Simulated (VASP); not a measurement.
Here is a VASP 6.6.1 calculation.

File POSCAR:

```
W
1.0
   -1.5174350000      1.5174350000      1.6771650000
    1.5174350000     -1.5174350000      1.6771650000
    1.5174350000      1.5174350000     -1.6771650000
W
1
Direct
    0.0000000000      0.0000000000      0.0000000000
```

INCAR.step1

```
PREC = Accurate
ENCUT = 520
ISMEAR = 0
SIGMA = 0.15
LREAL = F
LASPH = T
NELM = 100
NBANDS = 13
GGA = PE
ALGO = Normal
EDIFF = 1E-4
LWAVE = T
LCHARG = F
```

The input INCAR.step2:

```
PREC = Accurate
ENCUT = 520
EDIFF = 1E-6
ISMEAR = 0
SIGMA = 0.15
LREAL = F
LASPH = T
NELM = 100
ALGO = Normal
ISIF = 2
LWAVE = F
LCHARG = F
METAGGA = R2SCAN
LMIXTAU = T
NBANDS = 13
ISTART = 1
```

File KPOINTS:

```
regular mesh
0
Gamma
  20 20 20
```

Potentials or basis: VASP PAW PBE potentials, release 64 (W_sv).

Run with:

```sh
$ cat potpaw_PBE.64/W_sv/POTCAR > POTCAR
$ cp INCAR.step1 INCAR
$ mpirun -np 1 vasp_std > vasp.out
$ cp INCAR.step2 INCAR
$ mpirun -np 1 vasp_std > vasp.out
```

Task: Estimate the band gap on the k mesh.

Result: Zero (bands 7 and 8 overlap by 6.18 eV).

Task: Estimate the pressure.

Result: 12.8 GPa.

Stress tensor (GPa, compression positive):
```
23.20  0.00  0.00
 0.00 23.20  0.00
 0.00  0.00 -7.96
```

Caveat: the cell differs from its parent crystal (strain -0.050 along x and y, +0.050 along z); the stress differs along the axes, from -8 to 23 GPa; the PAW data sets were made with another functional, which shifts forces and pressure a little; spin-orbit coupling is left out, which moves the levels of the heavy elements.
